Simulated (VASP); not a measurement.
Runs of VASP 6.6.1 on TiB4. The structure is that of space group P4/mmm (No. 123), or close to it. The cells are those of the table. 

```csv
task,spin,cell,k mesh,cutoff (eV),gap on the mesh (eV),pressure (GPa),largest force (eV/Å)
relaxation of cell and atoms,off,"relaxed from a = 3.584, b = 3.584, c = 3.404 Å, 5 atoms",6 × 6 × 6,600,none,0.1,0.02
single point,off,"a = 3.584, b = 3.584, c = 3.404 Å, 5 atoms",6 × 6 × 6,520,none,72.6,19.36
single point,off,"a = 4.018, b = 4.018, c = 2.641 Å, 5 atoms",6 × 6 × 6,520,none,(b),(a)
single point,off,"a = 4.028, b = 4.028, c = 2.615 Å, 5 atoms",10 × 10 × 14,520,none,0.1,-
single point,"collinear, ferromagnetic start","a = 4.018, b = 4.018, c = 2.641 Å, 5 atoms",4 × 4 × 6,520,none,0.2,0.02
```

Alike in all rows: level PBE; potentials or basis VASP PAW PBE potentials, release 64 (Ti_sv, B); smearing gaussian 0.1 eV.

Question: Fill in the values left out.

Answer: (a) 0.01; (b) 0.0.

Caveats: some runs use coarse meshes; forces of over 1 eV/Å act on the atoms, so gaps and moduli don't describe the material at rest (some runs).

A gap of «none» marks levels without a gap at the run's occupations.
